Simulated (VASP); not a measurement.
# BaF2 (Fm-3m) in VASP: single point with PBE

Aim: the single point of BaF2 with PBE.

Everything below comes from runs of VASP 6.6.1. Logs are shortened: lines on timing, memory, paths and dates and some standing lists are left out, and cuts for length are marked.

**1. The cell of the first run**

Symmetry: Fm-3m, No. 225, cubic system. Conventional cell: a = 6.200 Å, b = 6.200 Å, c = 6.200 Å, α = 90.00°, β = 90.00°, γ = 90.00°. Ba (site symmetry m-3m) has 8 F at 2.68 Å within 3.5 Å. F (site symmetry -43m) has 4 Ba at 2.68 Å and 6 F at 3.10 Å within 3.5 Å.

**2. Single point, PBE**

Contents of INCAR:

```
SYSTEM = BaF2
PREC     = Accurate       ! precision mode
ENCUT    = 600            ! plane-wave cutoff, eV
EDIFF    = 1E-6           ! SCF threshold, eV
ISMEAR   = -1             ! smearing method
SIGMA    = 0.01           ! smearing width, eV
LREAL    = .FALSE.        ! projectors in reciprocal space
LASPH    = .TRUE.         ! aspherical terms in the spheres
NELM     = 120            ! most SCF steps
ALGO     = Normal         ! electronic algorithm
ISIF     = 2              ! what is computed and relaxed
LWAVE    = .FALSE.        ! write WAVECAR
LCHARG   = .FALSE.        ! write CHGCAR
GGA      = PE             ! functional
NBANDS   = 19             ! bands
GGA_COMPAT= .FALSE.
```

Contents of KPOINTS:

```
regular mesh
0
G
  8 8 8
  0 0 0
```

Contents of POSCAR:

```
BaF2
1.0
    0.0000000000      3.1000500000      3.1000500000
    3.1000500000      0.0000000000      3.1000500000
    3.1000500000      3.1000500000      0.0000000000
Ba F
1 2
Direct
    0.0000000000      0.0000000000      0.0000000000
    0.2500000000      0.2500000000      0.2500000000
    0.7500000000      0.7500000000      0.7500000000
```

Potentials or basis: VASP PAW PBE potentials, release 64 (Ba_sv, F).

Launch:

```bash
$ cat potpaw_PBE.64/Ba_sv/POTCAR potpaw_PBE.64/F/POTCAR > POTCAR
$ mpirun -np 1 vasp_std > vasp.out
```

OUTCAR:

```text
SYSTEM = BaF2
   PREC = Accurate
   ENCUT = 600
   EDIFF = 1E-6
   ISMEAR = -1
   LREAL = .FALSE.
   LASPH = .TRUE.
   NELM = 120
   ISIF = 2
   GGA = PE

 ion  position               nearest neighbor table
   1  0.000  0.000  0.000-   3 2.68   3 2.68   2 2.68   3 2.68   2 2.68   2 2.68   3 2.68   2 2.68

   2  0.250  0.250  0.250-   1 2.68   1 2.68   1 2.68   1 2.68
   3  0.750  0.750  0.750-   1 2.68   1 2.68   1 2.68   1 2.68

  LATTYP: Found a face centered cubic cell.
 ALAT       =     6.2001000000

  Lattice vectors:

 A1 = (   0.0000000000,   3.1000500000,   3.1000500000)
 A2 = (   3.1000500000,   0.0000000000,   3.1000500000)
 A3 = (   3.1000500000,   3.1000500000,   0.0000000000)

Analysis of symmetry for initial positions (statically):
=====================================================================
 Subroutine PRICEL returns:
 Original cell was already a primitive cell.

 Routine SETGRP: Setting up the symmetry group for a
 face centered cubic supercell.

 Subroutine GETGRP returns: Found 48 space group operations
 (whereof 48 operations were pure point group operations)
 out of a pool of 48 trial point group operations.

The static configuration has the point symmetry O_h .

Analysis of symmetry for dynamics (positions and initial velocities):
=====================================================================
 Subroutine PRICEL returns:
 Original cell was already a primitive cell.

 Routine SETGRP: Setting up the symmetry group for a
 face centered cubic supercell.

 Subroutine GETGRP returns: Found 48 space group operations
 (whereof 48 operations were pure point group operations)
 out of a pool of 48 trial point group operations.

The dynamic configuration has the point symmetry O_h .

 Subroutine INISYM returns: Found 48 space group operations
 (whereof 48 operations are pure point group operations),
 and found     1 'primitive' translations

----------------------------------------------------------------------------------------

                                     Primitive cell

  volume of cell :      59.5849

  direct lattice vectors                    reciprocal lattice vectors
     0.000000000  3.100050000  3.100050000    -0.161287721  0.161287721  0.161287721
     3.100050000  0.000000000  3.100050000     0.161287721 -0.161287721  0.161287721
     3.100050000  3.100050000  0.000000000     0.161287721  0.161287721 -0.161287721

  length of vectors
     4.384132754  4.384132754  4.384132754     0.279358528  0.279358528  0.279358528

  position of ions in fractional coordinates (direct lattice)
     0.000000000  0.000000000  0.000000000
     0.250000000  0.250000000  0.250000000
     0.750000000  0.750000000  0.750000000

  ion indices of the primitive-cell ions
   primitive index   ion index
                 1           1
                 2           2
                 3           3

----------------------------------------------------------------------------------------

 KPOINTS: regular mesh

Automatic generation of k-mesh.
 Grid dimensions read from file:
 generate k-points for:    8    8    8

 Generating k-lattice:

  Cartesian coordinates                     Fractional coordinates (reciprocal lattice)
    -0.020160965  0.020160965  0.020160965     0.125000000  0.000000000  0.000000000
     0.020160965 -0.020160965  0.020160965     0.000000000  0.125000000  0.000000000
     0.020160965  0.020160965 -0.020160965     0.000000000  0.000000000  0.125000000

  Length of vectors
     0.034919816  0.034919816  0.034919816

  Shift w.r.t. Gamma in fractional coordinates (k-lattice)
     0.000000000  0.000000000  0.000000000

 Subroutine IBZKPT returns following result:
 ===========================================

 Found     29 irreducible k-points:

 Following reciprocal coordinates:
            Coordinates               Weight
  0.000000  0.000000  0.000000      1.000000
  0.125000  0.000000  0.000000      8.000000
  0.250000  0.000000  0.000000      8.000000
  0.375000  0.000000  0.000000      8.000000
  0.500000  0.000000  0.000000      4.000000
  0.125000  0.125000  0.000000      6.000000
[... 16 lines left out ...]
  0.500000  0.250000  0.125000     48.000000
 -0.375000  0.250000  0.125000     24.000000
 [... further k-points ...]
   k-points           NKPTS =     29   k-points in BZ     NKDIM =     29   number of bands    NBANDS=     19
   number of dos      NEDOS =    301   number of ions     NIONS =      3
   total plane-waves  NPLWV =  46656
   dimension x,y,z NGX =    36 NGY =   36 NGZ =   36
   dimension x,y,z NGXF=    72 NGYF=   72 NGZF=   72
   ions per type =               1   2
   NGX,Y,Z   is equivalent  to a cutoff of  13.65, 13.65, 13.65 a.u.
   NGXF,Y,Z  is equivalent  to a cutoff of  27.30, 27.30, 27.30 a.u.
 SYSTEM =  BaF2
   PREC   = accura    normal or accurate (medium, high low for compatibility)
   ISTART =      0    job   : 0-new  1-cont  2-samecut
   ICHARG =      2    charge: 1-file 2-atom 10-const
   ISPIN  =      1    spin polarized calculation?
   LNONCOLLINEAR =      F non collinear calculations
   LSORBIT =      F    spin-orbit coupling
   LASPH  =      T    aspherical Exc in radial PAW
   ENCUT  =  600.0 eV  44.10 Ry    6.64 a.u.   8.76  8.76  8.76*2*pi/ulx,y,z
   NELM   =    120;   NELMIN=  2; NELMDL= -5     # of ELM steps
   EDIFF  = 0.1E-05   stopping-criterion for ELM
   LREAL  =      F    real-space projection
   EDIFFG = 0.1E-04   stopping-criterion for IOM
   NSW    =      0    number of steps for IOM
   IBRION =     -1    ionic relax: 0-MD 1-quasi-New 2-CG
   NFREE  =      0    steps in history (QN), initial steepest desc. (CG)
   ISIF   =      2    stress and relaxation
   ISYM   =      2    0-nonsym 1-usesym 2-fastsym
   POTIM  = 0.5000    time-step for ionic-motion
   TEBEG  =    0.0;   TEEND  =   0.0 temperature during run
   PSTRESS=    0.0 pullay stress
   NELECT =      24.0000    total number of electrons
   NUPDOWN=      -1.0000    fix difference up-down
   EMIN   =  10.00;   EMAX   =-10.00  energy-range for DOS
   EFERMI =   0.00;   METHOD = LEGACY
   ISMEAR =    -1;   SIGMA  =   0.01  broadening in eV -4-tet -1-fermi 0-gaus
   EFERMI_NEDOS =   21; number of points for ismear=-14 and -15
   IALGO  =     38    algorithm
   IMIX   =      4    mixing-type and parameters
     AMIX     =   0.40;   BMIX     =  1.00
     AMIX_MAG =   1.60;   BMIX_MAG =  1.00
  volume/ion in A,a.u.               =      19.86       134.03
  Fermi-wavevector in a.u.,A,eV,Ry     =   1.209019  2.284715 19.888011  1.461728
  Thomas-Fermi vector in A             =   2.344609
   LORBIT       =      0    0 simple, 1 ext, 2 COOP (PROOUT), +10 PAW based schemes
   GGA     = PE    functional components
   LHFCALC =     F    Hartree Fock is set to
   AEXX    =    0.0000 exact exchange contribution
   IVDW    =     0    specifies the selected vdW correction
   LEPSILON=     F    determine dielectric tensor
   LRPA    =     F    only Hartree local field effects (RPA)
 non-spin polarized calculation
  energy-cutoff  :      600.00
  volume of cell :       59.58
 maximum number of plane-waves:      2012
   NGX = 17   NGY = 17   NGZ = 17

 number of electron      24.0000002 magnetization

 Free energy of the ion-electron system (eV)
  ---------------------------------------------------
  ext. energy  EPLUGINS =         0.00000000
  ---------------------------------------------------
  free energy    TOTEN  =       -17.11273427 eV

  energy without entropy =      -17.11273427  energy(sigma->0) =      -17.11273427

 E-fermi :  -1.7634     XC(G=0):  -8.7007

 val. band max:       -2.0724690513   @ k =  -0.2500   0.2500   0.0000
 cond. band min:       4.6915782691   @ k =   0.0000   0.0000   0.0000
 fundamental gap:      6.7640473204
 Fermi energy:        -1.7633535456

 k-point     1 :       0.0000    0.0000    0.0000
  band No.  band energies     occupation
      1     -25.1717      2.00000
      2     -21.0054      2.00000
      3     -20.9570      2.00000
      4     -10.0092      2.00000
      5     -10.0092      2.00000
      6     -10.0092      2.00000
[... 11 lines left out ...]
     18       9.3134      0.00000
     19      13.3726      0.00000

 k-point     2 :       0.1250    0.0000    0.0000
  band No.  band energies     occupation
      1     -25.1424      2.00000
      2     -21.0209      2.00000
      3     -20.9933      2.00000
      4     -10.0374      2.00000
      5     -10.0334      2.00000
      6     -10.0334      2.00000
[... 11 lines left out ...]
     18       9.3269      0.00000
     19      12.7037      0.00000

 k-point     3 :       0.2500    0.0000    0.0000
  band No.  band energies     occupation
      1     -25.0691      2.00000
      2     -21.1008      2.00000
      3     -21.0414      2.00000
      4     -10.0984      2.00000
      5     -10.0903      2.00000
      6     -10.0903      2.00000
[... 11 lines left out ...]
     18       9.3770      0.00000
     19      11.6901      0.00000

 k-point     4 :       0.3750    0.0000    0.0000
  band No.  band energies     occupation
      1     -24.9919      2.00000
      2     -21.2035      2.00000
      3     -21.0711      2.00000
      4     -10.1509      2.00000
      5     -10.1452      2.00000
      6     -10.1452      2.00000
[... 407 lines left out ...]
     18       9.7235      0.00000
     19      12.3108      0.00000

 k-point    23 :       0.5000    0.2500    0.1250
  band No.  band energies     occupation
      1     -24.9489      2.00000
      2     -21.2104      2.00000
      3     -21.1367      2.00000
      4     -10.2693      2.00000
      5     -10.1976      2.00000
      6     -10.0682      2.00000
[... 11 lines left out ...]
     18      10.2064      0.00000
     19      11.9796      0.00000

 k-point    24 :      -0.3750    0.2500    0.1250
  band No.  band energies     occupation
      1     -24.9216      2.00000
      2     -21.2379      2.00000
      3     -21.1549      2.00000
      4     -10.2953      2.00000
      5     -10.1464      2.00000
      6     -10.1457      2.00000
[... 11 lines left out ...]
     18      10.5128      0.00000
     19      11.8434      0.00000

 [... further k-points ...]

------------------------ aborting loop because EDIFF is reached ----------------------------------------

  FORCE on cell =-STRESS in cart. coord.  units (eV):
  Direction    XX          YY          ZZ          XY          YZ          ZX
  --------------------------------------------------------------------------------------
  -------------------------------------------------------------------------------------
  Total        0.8469416      0.8469416      0.8469416      0.0000000      0.0000000      0.0000000
  in kB       22.7734031     22.7734031     22.7734031      0.0000000      0.0000000      0.0000000
  external PRESSURE =      22.7734031 kB  Pullay stress =       0.0000000 kB

 VOLUME and BASIS-vectors are now :
 -----------------------------------------------------------------------------
  energy-cutoff  :      600.00
  volume of cell :       59.58
      direct lattice vectors                 reciprocal lattice vectors
     0.000000000  3.100050000  3.100050000    -0.161287721  0.161287721  0.161287721
     3.100050000  0.000000000  3.100050000     0.161287721 -0.161287721  0.161287721
     3.100050000  3.100050000  0.000000000     0.161287721  0.161287721 -0.161287721

 POSITION                                       TOTAL-FORCE (eV/Angst)
 -----------------------------------------------------------------------------------
      0.00000      0.00000      0.00000        -0.000000      0.000000     -0.000000
      1.55002      1.55002      1.55002        -0.000000     -0.000000     -0.000000
      4.65008      4.65008      4.65008         0.000000      0.000000      0.000000
 -----------------------------------------------------------------------------------
    total drift:                                0.000000      0.000000      0.000000

  FREE ENERGIE OF THE ION-ELECTRON SYSTEM (eV)
  ---------------------------------------------------
  free  energy   TOTEN  =       -17.1127342690 eV

  energy  without entropy=      -17.1127342690  energy(sigma->0) =      -17.11273427
```

Run time: 21 s. Hardware: 1 thread of Intel Xeon Platinum 8488C (Sapphire Rapids), shared host; peak memory 0.22 GiB.

Results:

```
Free energy            : -17.1127 eV
Pressure               : 2.3 GPa
Band gap on the k mesh : 6.76 eV (least direct gap 6.84 eV)
```

Levels at points of the mesh, in eV from the valence-band top:
| k point | band 10 | band 11 | band 12 | band 13 | band 14 | band 15 |
| --- | --- | --- | --- | --- | --- | --- |
| (0.00, 0.00, 0.00) | -0.08 | -0.08 | -0.08 | 6.76 | 9.18 | 9.18 |
| (0.50, 0.00, 0.00) | -0.35 | -0.17 | -0.17 | 9.10 | 9.17 | 9.17 |
| (0.50, 0.50, 0.00) | -0.33 | -0.33 | -0.13 | 7.24 | 9.00 | 10.66 |

Caveat: spin-orbit coupling is left out, which moves the levels of the heavy elements.
